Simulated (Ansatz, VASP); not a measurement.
**One calculation of Ni, two programs**

INCAR

```
AGGAC    = 1.0          
AGGAX    = 1.0          
ALDAC    = 0.0          
ALDAX    = 1.0          
ALGO     = Normal         # electronic algorithm
EDIFF    = 1E-7           # SCF threshold, eV
ENCUT    = 520            # plane-wave cutoff, eV
GGA      = B5             # functional
ISIF     = 2              # what is computed and relaxed
ISMEAR   = -1             # smearing method
ISPIN    = 2              # spin polarisation
LASPH    = True           # aspherical terms in the spheres
LCHARG   = True           # write CHGCAR
LELF     = True           # ELF
LMAXMIX  = 4              # l up to which the mixer works
LORBIT   = 11             # projections on sites
LREAL    = False          # projectors in reciprocal space
LVHAR    = True         
LWAVE    = False          # write WAVECAR
MAGMOM   = -0.667 -0.667 -0.676 -0.676 # initial moments
NBANDS   = 32             # bands
NELM     = 150            # most SCF steps
PREC     = Accurate       # precision mode
SIGMA    = 0.05           # smearing width, eV
```

File KPOINTS:

```
k-points
0
Gamma
  16 16 5
```

The input POSCAR:

```
Ni
1.0
    2.6254194770      0.0000000000      0.0000000000
   -1.3127097385      2.2736799627      0.0000000000
    0.0000000000      0.0000000000      8.6028746546
Ni
4
Direct
    1.0000000000      1.0000000000      0.0000000000
    1.0000000000      1.0000000000      0.5000000000
    0.3333333333      0.6666666667      0.2500000000
    0.6666666667      0.3333333333      0.7500000000
```

Input for Ansatz:

```yaml
crystal:
  lattice:
    - [2.625419477, 0.0, 0.0]
    - [-1.3127097385, 2.2736799627, 0.0]
    - [0.0, 0.0, 8.6028746546]
  atoms:
    - { symbol: Ni, position: [1.0, 1.0, 0.0], spin: -0.667 }
    - { symbol: Ni, position: [1.0, 1.0, 0.5], spin: -0.667 }
    - { symbol: Ni, position: [0.3333333333, 0.6666666667, 0.25], spin: -0.676 }
    - { symbol: Ni, position: [0.6666666667, 0.3333333333, 0.75], spin: -0.676 }
hamiltonian:
  xc: blyp
  pseudopotentials:
    kind: paw
    azcp:
      Ni: "pseudopotentials/Ni.paw.azcp"
basis:
  ecutwfc: 420
  fft_grid_basis: typed
kpoints:
  mp_grid: { grid: [16, 16, 5], shift: [0, 0, 0] }
magnetization:
  spin_polarized: true
scf:
  occupations: { method: fermi_dirac, width: 0.05 }
  lower_state_search: "off"
output:
  stress: true
```

Alike in both runs: task single point; functional BLYP; k mesh 16 × 16 × 5; occupations fermi-dirac, width 0.05 eV; collinear spin.

|  | VASP | Ansatz |
| --- | --- | --- |
| version | VASP 6.6.1 | Ansatz 0.2.0 |
| potentials or method | VASP PAW PBE potentials, release 64 (Ni), cutoff 520 eV | plane waves (420 eV) with PAW, scalar-relativistic |
| valence electrons in the cell | 40 | 72 |

```tsv
	VASP	Ansatz	Ansatz less VASP
pressure (GPa)	-14.1	-14.4	-0.27
traceless stress, the component that is largest in VASP (GPa)	0.12	0.04	-0.082
net moment per atom (μB)	0.64	0.66	+0.024
size of the moment on the site where the two differ most (μB)	0.66	0.70	+0.042
```

VASP's potentials were made for PBE, not for BLYP. Site moments also hang on the region over which each program counts them. VASP's potentials hold 40 valence electrons a cell and Ansatz's 72, so a difference there can come from the potentials and not from the codes.
